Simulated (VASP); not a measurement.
Set up this calculation in VASP 6.6.1, as the native input.

* Task: single point
* Functional: PBE
* Potentials or basis: VASP PAW PBE potentials, release 64 (Sr_sv, Te)
* Cutoff: 500 eV
* k mesh: 11 × 11 × 11
* Occupations: fermi-dirac, width 0.03 eV
* Spin: no spin polarisation
* Dipole correction: no
* Further INCAR settings: ALGO = Normal; EDIFF = 1e-06; NBANDS = 15

The structure of SrTe (rocksalt type) lies in POSCAR:

```
SrTe
1.0
    0.0000000000      3.3869417310      3.3869417310
    3.3869417310      0.0000000000      3.3869417310
    3.3869417310      3.3869417310      0.0000000000
Sr Te
1 1
Direct
    0.0000000000      0.0000000000      0.0000000000
    0.5000000000      0.5000000000      0.5000000000
```

This cell differs from its parent crystal: volume scaled by 1.025.

The input as run:

INCAR

```
ALGO = Normal
EDIFF = 1E-6
ENCUT = 500
GGA = PE
GGA_COMPAT = False
ISIF = 2
ISMEAR = -1
LASPH = True
LCHARG = False
LREAL = False
LWAVE = False
NBANDS = 15
NELM = 120
PREC = Accurate
SIGMA = 0.03
```

KPOINTS

```
k-points
0
Gamma
  11 11 11
```

Potentials or basis: VASP PAW PBE potentials, release 64 (Sr_sv, Te).

Run with:

```bash
$ cat potpaw_PBE.64/Sr_sv/POTCAR potpaw_PBE.64/Te/POTCAR > POTCAR
$ mpirun -np 1 vasp_std > vasp.out
```

It gave:

```
Pressure               : -0.7 GPa
Band gap on the k mesh : 1.84 eV, indirect (least direct gap 2.54 eV)
```

Caveat: spin-orbit coupling is left out, which moves the levels of the heavy elements.

It took 40 s on 1 thread of Intel(R) Xeon(R) Platinum 8259CL CPU @ 2.50GHz (Skylake/Cascade Lake) (shared host), peak memory 0.24 GiB.
